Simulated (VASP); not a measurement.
# Fe (P6_3/mmc) in VASP: further runs

Fe is run at these levels: LDA, r2SCAN; tasks: single point.

Everything below comes from runs of VASP 6.6.1. Logs are shortened: lines on timing, memory, paths and dates and some standing lists are left out, and cuts for length are marked.

### Step 1. The cell of the first run

Symmetry: P6_3/mmc, No. 194, hexagonal system. Conventional cell: a = 2.466 Å, b = 2.466 Å, c = 3.892 Å, α = 90.00°, β = 90.00°, γ = 120.00°. Within 3.2 Å of Fe (site symmetry -6m2) lie 12 Fe at 2.41 to 2.47 Å.

This isn't the form of Fe at room conditions, which is bcc.

### Step 2. Single point, LDA, collinear spin, ferromagnetic start

The input, INCAR:

```
PREC = Accurate
ENCUT = 520
EDIFF = 1E-7
ISMEAR = -1
SIGMA = 0.05
LREAL = F
LASPH = T
NELM = 150
ALGO = Normal
ISIF = 2
LWAVE = F
LCHARG = T
ISPIN = 2
MAGMOM = 3 3
LORBIT = 11
LMAXMIX = 4
GGA = CA
LELF = T
LVHAR = T
NBANDS = 19
```

The input, KPOINTS:

```
regular mesh
0
Gamma
  12 12 7
```

The input, POSCAR:

```
Fe
1.0
    2.4661896479      0.0000000000      0.0000000000
   -1.2330948240      2.1357828857      0.0000000000
    0.0000000000      0.0000000000      3.8924920371
Fe
2
Direct
    0.6666666667      0.3333333333      0.7500000000
    0.3333333333      0.6666666667      0.2500000000
```

Potentials or basis: VASP PAW LDA potentials, release 64 (Fe).

Started as:

```sh
cat potpaw_LDA.64/Fe/POTCAR > POTCAR
mpirun -np 1 vasp_std > vasp.out
```

OUTCAR:

```text
PREC = Accurate
   ENCUT = 520
   EDIFF = 1E-7
   ISMEAR = -1
   LREAL = F
   LASPH = T
   NELM = 150
   ISIF = 2
   ISPIN = 2
   LORBIT = 11
   GGA = CA

 ion  position               nearest neighbor table
   1  0.667  0.333  0.750-   2 2.41   2 2.41   2 2.41   2 2.41   2 2.41   2 2.41
   2  0.333  0.667  0.250-   1 2.41   1 2.41   1 2.41   1 2.41   1 2.41   1 2.41

  LATTYP: Found a hexagonal cell.
 ALAT       =     2.4661896479
 C/A-ratio  =     1.5783425417

  Lattice vectors:

 A1 = (   2.4661896479,   0.0000000000,   0.0000000000)
 A2 = (  -1.2330948240,   2.1357828857,   0.0000000000)
 A3 = (   0.0000000000,   0.0000000000,   3.8924920371)

Analysis of symmetry for initial positions (statically):
=====================================================================
 Subroutine PRICEL returns:
 Original cell was already a primitive cell.

 Routine SETGRP: Setting up the symmetry group for a
 hexagonal supercell.

 Subroutine GETGRP returns: Found 24 space group operations
 (whereof 12 operations were pure point group operations)
 out of a pool of 24 trial point group operations.

The static configuration has the point symmetry D_3d.
 The point group associated with its full space group is D_6h.

Analysis of symmetry for dynamics (positions and initial velocities):
=====================================================================
 Subroutine PRICEL returns:
 Original cell was already a primitive cell.

 Routine SETGRP: Setting up the symmetry group for a
 hexagonal supercell.

 Subroutine GETGRP returns: Found 24 space group operations
 (whereof 12 operations were pure point group operations)
 out of a pool of 24 trial point group operations.

The dynamic configuration has the point symmetry D_3d.
 The point group associated with its full space group is D_6h.

Analysis of structural, dynamic, and magnetic symmetry:
=====================================================================
 Subroutine PRICEL returns:
 Original cell was already a primitive cell.

 Routine SETGRP: Setting up the symmetry group for a
 hexagonal supercell.

 Subroutine GETGRP returns: Found 24 space group operations
 (whereof 12 operations were pure point group operations)
 out of a pool of 24 trial point group operations.

The overall configuration has the point symmetry D_3d.
 The point group associated with its full space group is D_6h.

 Subroutine INISYM returns: Found 24 space group operations
 (whereof 12 operations are pure point group operations),
 and found     1 'primitive' translations

----------------------------------------------------------------------------------------

                                     Primitive cell

  volume of cell :      20.5027

  direct lattice vectors                    reciprocal lattice vectors
     2.466189648  0.000000000  0.000000000     0.405483820  0.234106193  0.000000000
    -1.233094824  2.135782886  0.000000000     0.000000000  0.468212386  0.000000000
     0.000000000  0.000000000  3.892492037     0.000000000  0.000000000  0.256904829

  length of vectors
     2.466189648  2.466189648  3.892492037     0.468212386  0.468212386  0.256904829

  position of ions in fractional coordinates (direct lattice)
     0.666666667  0.333333333  0.750000000
     0.333333333  0.666666667  0.250000000

  ion indices of the primitive-cell ions
   primitive index   ion index
                 1           1
                 2           2

----------------------------------------------------------------------------------------

 KPOINTS: regular mesh

Automatic generation of k-mesh.
 Grid dimensions read from file:
 generate k-points for:   12   12    7

 Generating k-lattice:

  Cartesian coordinates                     Fractional coordinates (reciprocal lattice)
     0.033790318  0.019508849  0.000000000     0.083333333  0.000000000  0.000000000
     0.000000000  0.039017699  0.000000000     0.000000000  0.083333333  0.000000000
     0.000000000  0.000000000  0.036700690     0.000000000  0.000000000  0.142857143

  Length of vectors
     0.039017699  0.039017699  0.036700690

  Shift w.r.t. Gamma in fractional coordinates (k-lattice)
     0.000000000  0.000000000  0.000000000

 Subroutine IBZKPT returns following result:
 ===========================================

 Found     76 irreducible k-points:

 Following reciprocal coordinates:
            Coordinates               Weight
  0.000000  0.000000  0.000000      1.000000
  0.083333  0.000000  0.000000      6.000000
  0.166667  0.000000  0.000000      6.000000
  0.250000  0.000000  0.000000      6.000000
  0.333333 -0.000000  0.000000      6.000000
  0.416667  0.000000  0.000000      6.000000
[... 16 lines left out ...]
  0.250000  0.000000  0.142857     12.000000
  0.333333 -0.000000  0.142857     12.000000
 [... further k-points ...]
   k-points           NKPTS =     76   k-points in BZ     NKDIM =     76   number of bands    NBANDS=     19
   number of dos      NEDOS =    301   number of ions     NIONS =      2
   total plane-waves  NPLWV =   9720
   dimension x,y,z NGX =    18 NGY =   18 NGZ =   30
   dimension x,y,z NGXF=    36 NGYF=   36 NGZF=   60
   ions per type =               2
   NGX,Y,Z   is equivalent  to a cutoff of  12.13, 12.13, 12.81 a.u.
   NGXF,Y,Z  is equivalent  to a cutoff of  24.27, 24.27, 25.63 a.u.
 SYSTEM =  unknown system
   PREC   = accura    normal or accurate (medium, high low for compatibility)
   ISTART =      0    job   : 0-new  1-cont  2-samecut
   ICHARG =      2    charge: 1-file 2-atom 10-const
   ISPIN  =      2    spin polarized calculation?
   LNONCOLLINEAR =      F non collinear calculations
   LSORBIT =      F    spin-orbit coupling
   LASPH  =      T    aspherical Exc in radial PAW
   ENCUT  =  520.0 eV  38.22 Ry    6.18 a.u.   4.59  4.59  7.24*2*pi/ulx,y,z
   NELM   =    150;   NELMIN=  2; NELMDL= -5     # of ELM steps
   EDIFF  = 0.1E-06   stopping-criterion for ELM
   LREAL  =      F    real-space projection
   EDIFFG = 0.1E-05   stopping-criterion for IOM
   NSW    =      0    number of steps for IOM
   IBRION =     -1    ionic relax: 0-MD 1-quasi-New 2-CG
   NFREE  =      0    steps in history (QN), initial steepest desc. (CG)
   ISIF   =      2    stress and relaxation
   ISYM   =      2    0-nonsym 1-usesym 2-fastsym
   POTIM  = 0.5000    time-step for ionic-motion
   TEBEG  =    0.0;   TEEND  =   0.0 temperature during run
   PSTRESS=    0.0 pullay stress
   NELECT =      16.0000    total number of electrons
   NUPDOWN=      -1.0000    fix difference up-down
   EMIN   =  10.00;   EMAX   =-10.00  energy-range for DOS
   EFERMI =   0.00;   METHOD = LEGACY
   ISMEAR =    -1;   SIGMA  =   0.05  broadening in eV -4-tet -1-fermi 0-gaus
   EFERMI_NEDOS =   21; number of points for ismear=-14 and -15
   IALGO  =     38    algorithm
   IMIX   =      4    mixing-type and parameters
     AMIX     =   0.40;   BMIX     =  1.00
     AMIX_MAG =   1.60;   BMIX_MAG =  1.00
  volume/ion in A,a.u.               =      10.25        69.18
  Fermi-wavevector in a.u.,A,eV,Ry     =   1.507224  2.848240 30.908673  2.271723
  Thomas-Fermi vector in A             =   2.617838
   LORBIT       =     11    0 simple, 1 ext, 2 COOP (PROOUT), +10 PAW based schemes
   GGA     = CA    functional components
   LHFCALC =     F    Hartree Fock is set to
   AEXX    =    0.0000 exact exchange contribution
   IVDW    =     0    specifies the selected vdW correction
   LEPSILON=     F    determine dielectric tensor
   LRPA    =     F    only Hartree local field effects (RPA)
 spin polarized calculation
  energy-cutoff  :      520.00
  volume of cell :       20.50
 maximum number of plane-waves:       573
   NGX =  9   NGY =  9   NGZ = 15

 number of electron      16.0000003 magnetization      -0.0006530

 number of electron      16.0000003 magnetization       0.0001051

 Free energy of the ion-electron system (eV)
  ---------------------------------------------------
  ext. energy  EPLUGINS =         0.00000000
  ---------------------------------------------------
  free energy    TOTEN  =       -18.73473598 eV

  energy without entropy =      -18.71440134  energy(sigma->0) =      -18.72456866

 E-fermi :   6.7109     XC(G=0): -14.0383

 val. band max:        6.6939229468   @ k =   0.3333   0.3333   0.2857
 cond. band min:       6.7152888361   @ k =   0.3333   0.2500   0.2857
 fundamental gap:      0.0213658893
 Fermi energy:         6.7109076405

 spin component 1

 k-point     1 :       0.0000    0.0000    0.0000
  band No.  band energies     occupation
      1      -2.1403      1.00000
      2       1.7861      1.00000
      3       5.0405      1.00000
      4       5.0405      1.00000
      5       5.1753      1.00000
      6       5.5058      1.00000
[... 11 lines left out ...]
     18      33.2001      0.00000
     19      33.6301      0.00000
[... 485 lines left out ...]
 k-point    24 :       0.3333   -0.0000    0.1429
  band No.  band energies     occupation
      1       1.2077      1.00000
      2       2.6764      1.00000
      3       3.1442      1.00000
      4       4.0346      1.00000
      5       5.0581      1.00000
      6       5.1159      1.00000
[... 11 lines left out ...]
     18      30.5419      0.00000
     19      31.7522      0.00000

 [... further k-points ...]

 spin component 2

 k-point     1 :       0.0000    0.0000    0.0000
  band No.  band energies     occupation
      1      -2.1403      1.00000
      2       1.7862      1.00000
      3       5.0406      1.00000
      4       5.0406      1.00000
      5       5.1754      1.00000
      6       5.5059      1.00000
[... 11 lines left out ...]
     18      33.2001      0.00000
     19      33.6301      0.00000
[... 485 lines left out ...]
 k-point    24 :       0.3333   -0.0000    0.1429
  band No.  band energies     occupation
      1       1.2077      1.00000
      2       2.6765      1.00000
      3       3.1442      1.00000
      4       4.0346      1.00000
      5       5.0581      1.00000
      6       5.1160      1.00000
[... 11 lines left out ...]
     18      30.5419      0.00000
     19      31.7522      0.00000

 [... further k-points ...]
[... 5 lines left out ...]
  --------------------------------------------------------------------------------------
  -------------------------------------------------------------------------------------
  Total       -2.7480199     -2.7480199     -2.7014519      0.0000000      0.0000000      0.0000000
  in kB     -214.7430660   -214.7430660   -211.1040295      0.0000000      0.0000000      0.0000000
  external PRESSURE =    -213.5300538 kB  Pullay stress =       0.0000000 kB

 VOLUME and BASIS-vectors are now :
 -----------------------------------------------------------------------------
  energy-cutoff  :      520.00
  volume of cell :       20.50
      direct lattice vectors                 reciprocal lattice vectors
     2.466189648  0.000000000  0.000000000     0.405483820  0.234106193  0.000000000
    -1.233094824  2.135782886  0.000000000     0.000000000  0.468212386  0.000000000
     0.000000000  0.000000000  3.892492037     0.000000000  0.000000000  0.256904829

 POSITION                                       TOTAL-FORCE (eV/Angst)
 -----------------------------------------------------------------------------------
      1.23309      0.71193      2.91937         0.000000     -0.000000      0.000000
     -0.00000      1.42386      0.97312        -0.000000      0.000000      0.000000
 -----------------------------------------------------------------------------------
    total drift:                                0.000000     -0.000000     -0.000000

  FREE ENERGIE OF THE ION-ELECTRON SYSTEM (eV)
  ---------------------------------------------------
  free  energy   TOTEN  =       -18.7347359827 eV

  energy  without entropy=      -18.7144013446  energy(sigma->0) =      -18.72456866

 total charge

# of ion       s       p       d       tot
------------------------------------------
    1        0.533   0.624   6.347   7.504
    2        0.533   0.624   6.347   7.504
--------------------------------------------------
tot          1.066   1.249  12.693  15.008

 magnetization (x)

# of ion       s       p       d       tot
------------------------------------------
    1       -0.000  -0.000   0.000   0.000
    2       -0.000  -0.000   0.000   0.000
--------------------------------------------------
tot         -0.000  -0.000   0.000   0.000
```

Run time: 51 s. Hardware: 1 thread of Intel Xeon Platinum 8488C (Sapphire Rapids), shared host; peak memory 0.15 GiB.

What came out:

```
Free energy                                           : -18.7347 eV
Pressure                                              : -21.4 GPa
Band gap on the k mesh                                : zero (filled and empty bands overlap)
Net moment                                            : 0.00 μB per cell
Valence electrons inside the program's atomic spheres : Fe 7.50
```

Stress tensor (GPa, compression positive):
```
-21.47   0.00   0.00
  0.00 -21.47   0.00
  0.00   0.00 -21.11
```

Caveat: the cell stands under tension.

### Step 3. Single point, LDA, collinear spin, ferromagnetic start

This run uses another cell than the first one, of 10.45 Å³/atom.

The input, INCAR:

```
PREC = Accurate
ENCUT = 520
EDIFF = 1E-6
ISMEAR = -1
SIGMA = 0.05
LREAL = F
LASPH = T
NELM = 150
ALGO = Normal
ISIF = 2
LWAVE = F
LCHARG = F
ISPIN = 2
MAGMOM = 3 3
LORBIT = 11
LMAXMIX = 4
NBANDS = 19
```

KPOINTS is that of step 2.

The input, POSCAR:

```
Fe
1.0
    2.4818982858      0.0000000000      0.0000000000
   -1.2409491429      2.1493869651      0.0000000000
    0.0000000000      0.0000000000      3.9172856485
Fe
2
Direct
    0.6666666667      0.3333333333      0.7500000000
    0.3333333333      0.6666666667      0.2500000000
```

Potentials or basis: VASP PAW LDA potentials, release 64 (Fe).

Started as:

```sh
cat potpaw_LDA.64/Fe/POTCAR > POTCAR
mpirun -np 1 vasp_std > vasp.out
```

OUTCAR:

```text
PREC = Accurate
   ENCUT = 520
   EDIFF = 1E-6
   ISMEAR = -1
   LREAL = F
   LASPH = T
   NELM = 150
   ISIF = 2
   ISPIN = 2
   LORBIT = 11

 ion  position               nearest neighbor table
   1  0.667  0.333  0.750-   2 2.43   2 2.43   2 2.43   2 2.43   2 2.43   2 2.43
   2  0.333  0.667  0.250-   1 2.43   1 2.43   1 2.43   1 2.43   1 2.43   1 2.43

  LATTYP: Found a hexagonal cell.
 ALAT       =     2.4818982858
 C/A-ratio  =     1.5783425416

  Lattice vectors:

 A1 = (   2.4818982858,   0.0000000000,   0.0000000000)
 A2 = (  -1.2409491429,   2.1493869651,   0.0000000000)
 A3 = (   0.0000000000,   0.0000000000,   3.9172856485)

Analysis of symmetry for initial positions (statically):
=====================================================================
 Subroutine PRICEL returns:
 Original cell was already a primitive cell.

 Routine SETGRP: Setting up the symmetry group for a
 hexagonal supercell.

 Subroutine GETGRP returns: Found 24 space group operations
 (whereof 12 operations were pure point group operations)
 out of a pool of 24 trial point group operations.

The static configuration has the point symmetry D_3d.
 The point group associated with its full space group is D_6h.

Analysis of symmetry for dynamics (positions and initial velocities):
=====================================================================
 Subroutine PRICEL returns:
 Original cell was already a primitive cell.

 Routine SETGRP: Setting up the symmetry group for a
 hexagonal supercell.

 Subroutine GETGRP returns: Found 24 space group operations
 (whereof 12 operations were pure point group operations)
 out of a pool of 24 trial point group operations.

The dynamic configuration has the point symmetry D_3d.
 The point group associated with its full space group is D_6h.

Analysis of structural, dynamic, and magnetic symmetry:
=====================================================================
 Subroutine PRICEL returns:
[... 145 lines left out ...]
   NGX =  9   NGY =  9   NGZ = 15

 number of electron      15.9999995 magnetization       0.0015171

 number of electron      15.9999995 magnetization      -0.0005969

 Free energy of the ion-electron system (eV)
  ---------------------------------------------------
  ext. energy  EPLUGINS =         0.00000000
  ---------------------------------------------------
  free energy    TOTEN  =       -18.67663946 eV

  energy without entropy =      -18.65573389  energy(sigma->0) =      -18.66618668

 E-fermi :   6.4916     XC(G=0): -13.9283

 val. band max:        6.4767180982   @ k =   0.3333   0.3333   0.2857
 cond. band min:       6.4970648052   @ k =   0.3333   0.2500   0.2857
 fundamental gap:      0.0203467070
 Fermi energy:         6.4915703112

 spin component 1

 k-point     1 :       0.0000    0.0000    0.0000
  band No.  band energies     occupation
      1      -2.2484      1.00000
      2       1.6816      1.00000
      3       4.8690      1.00000
      4       4.8690      1.00000
      5       4.9990      1.00000
      6       5.3204      1.00000
[... 517 lines left out ...]
     18      30.0990      0.00000
     19      31.1397      0.00000

 [... further k-points ...]

 spin component 2

 k-point     1 :       0.0000    0.0000    0.0000
  band No.  band energies     occupation
      1      -2.2485      1.00000
      2       1.6813      1.00000
      3       4.8687      1.00000
      4       4.8687      1.00000
      5       4.9986      1.00000
      6       5.3200      1.00000
[... 517 lines left out ...]
     18      30.0989      0.00000
     19      31.1395      0.00000

 [... further k-points ...]
[... 5 lines left out ...]
  --------------------------------------------------------------------------------------
  -------------------------------------------------------------------------------------
  Total       -3.3675231     -3.3675231     -3.3545297      0.0000000     -0.0000000      0.0000000
  in kB     -258.1887613   -258.1887613   -257.1925584      0.0000000     -0.0000000      0.0000000
  external PRESSURE =    -257.8566936 kB  Pullay stress =       0.0000000 kB

 VOLUME and BASIS-vectors are now :
 -----------------------------------------------------------------------------
  energy-cutoff  :      520.00
  volume of cell :       20.90
      direct lattice vectors                 reciprocal lattice vectors
     2.481898286  0.000000000  0.000000000     0.402917398  0.232624468  0.000000000
    -1.240949143  2.149386965  0.000000000     0.000000000  0.465248937  0.000000000
     0.000000000  0.000000000  3.917285649     0.000000000  0.000000000  0.255278805

 POSITION                                       TOTAL-FORCE (eV/Angst)
 -----------------------------------------------------------------------------------
      1.24095      0.71646      2.93796         0.000000      0.000000      0.000000
     -0.00000      1.43292      0.97932        -0.000000     -0.000000      0.000000
 -----------------------------------------------------------------------------------
    total drift:                               -0.000000      0.000000     -0.000000

  FREE ENERGIE OF THE ION-ELECTRON SYSTEM (eV)
  ---------------------------------------------------
  free  energy   TOTEN  =       -18.6766394625 eV

  energy  without entropy=      -18.6557338936  energy(sigma->0) =      -18.66618668

 total charge

# of ion       s       p       d       tot
------------------------------------------
    1        0.524   0.605   6.328   7.457
    2        0.524   0.605   6.328   7.457
--------------------------------------------------
tot          1.047   1.210  12.656  14.914

 magnetization (x)

# of ion       s       p       d       tot
------------------------------------------
    1        0.000   0.000  -0.000  -0.000
    2        0.000   0.000  -0.000  -0.000
--------------------------------------------------
tot          0.000   0.000  -0.000  -0.000
```

Wall time 40 s (1 thread of Intel Xeon Platinum 8488C (Sapphire Rapids), shared host); peak memory 0.15 GiB.

What came out:

```
Free energy                                           : -18.6766 eV
Pressure                                              : -25.8 GPa
Band gap on the k mesh                                : zero (filled and empty bands overlap)
Net moment                                            : 0.00 μB per cell
Valence electrons inside the program's atomic spheres : Fe 7.46
```

Caveat: the cell stands under tension.

[end of part 1 of 2]
